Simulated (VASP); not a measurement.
A run of VASP 6.6.1 is set up as follows.

Contents of INCAR:

```
SYSTEM = BaTe
  ALGO = Normal
  EDIFF = 1E-6
  ENCUT = 520
  GGA = PE
  ISIF = 2
  ISMEAR = -1
  LASPH = .True.
  LCHARG = .False.
  LREAL = .False.
  LWAVE = .False.
  NBANDS = 15
  NELM = 100
  PREC = Accurate
  SIGMA = 0.02
```

Contents of KPOINTS:

```
k-points
0
Gamma
  6 6 6
  0 0 0
```

Contents of POSCAR:

```
BaTe
1.0
    0.0666443649      3.5990311994      3.5990311994
    3.5990311994      0.0666443649      3.5990311994
    3.5990311994      3.5990311994      0.0666443649
Ba Te
1 1
Direct
    0.0000000000      0.0000000000      0.0000000000
    0.5000000000      0.5000000000      0.5000000000
```

Potentials or basis: VASP PAW PBE potentials, release 64 (Ba_sv, Te).

Run with:

```sh
$ cat potpaw_PBE.64/Ba_sv/POTCAR potpaw_PBE.64/Te/POTCAR > POTCAR
$ mpirun -np 1 vasp_std > vasp.out
```

Task: Predict the pressure.

Result: -0.5 GPa.

Task: What does it give for the band gap on the k mesh?

Result: 1.60 eV, indirect (least direct gap 1.97 eV).

Stress tensor (GPa, compression positive):
```
-0.49 -0.22 -0.22
-0.22 -0.49 -0.22
-0.22 -0.22 -0.49
```

Caveat: the cell differs from its parent crystal (strain along [111] +2.8%); spin-orbit coupling is left out, which moves the levels of the heavy elements. A k mesh can miss the band edges.
